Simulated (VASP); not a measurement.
TePb: single point with PBE

The system is TePb.

```
Pb Te
1.0
     0.00000    3.29437    3.29437
     3.29437    0.00000    3.29437
     3.29437    3.29437    0.00000
Pb Te
1 1
Direct
  0.00000 0.00000 0.00000
  0.50000 0.50000 0.50000
```

| Quantity | Value |
| --- | --- |
| Program | VASP 6.6.1 |
| Task | single point |
| Functional | PBE |
| Potentials or basis | VASP PAW PBE potentials, release 64 (Pb_d, Te) |
| Cutoff | 520 eV |
| k mesh | 7 × 7 × 7 |
| Occupations | fermi-dirac, width 0.05 eV |
| Spin | no spin polarisation |
| Dipole correction | no |
| Further INCAR settings | ALGO = Normal; EDIFF = 1e-06; NBANDS = 17 |

```json
{
 "Pressure": "-0.4 GPa"
}
```

Levels at points of the mesh, in eV from the Fermi level:
| k point | band 7 | band 8 | band 9 | band 10 | band 11 | band 12 | band 13 | band 14 |
| --- | --- | --- | --- | --- | --- | --- | --- | --- |
| (0.00, 0.00, 0.00) | -6.20 | -1.59 | -1.59 | -1.59 | 3.55 | 3.55 | 3.55 | 5.46 |

Wall time 18 s on 1 thread of Intel(R) Xeon(R) Platinum 8259CL CPU @ 2.50GHz (Skylake/Cascade Lake) (shared host), peak memory 0.2 GiB.

Caveat: this odd mesh misses L, where the gap lies, so gap, dielectric constants and Born charges aren't listed; spin-orbit coupling is left out, which moves the levels of the heavy elements.
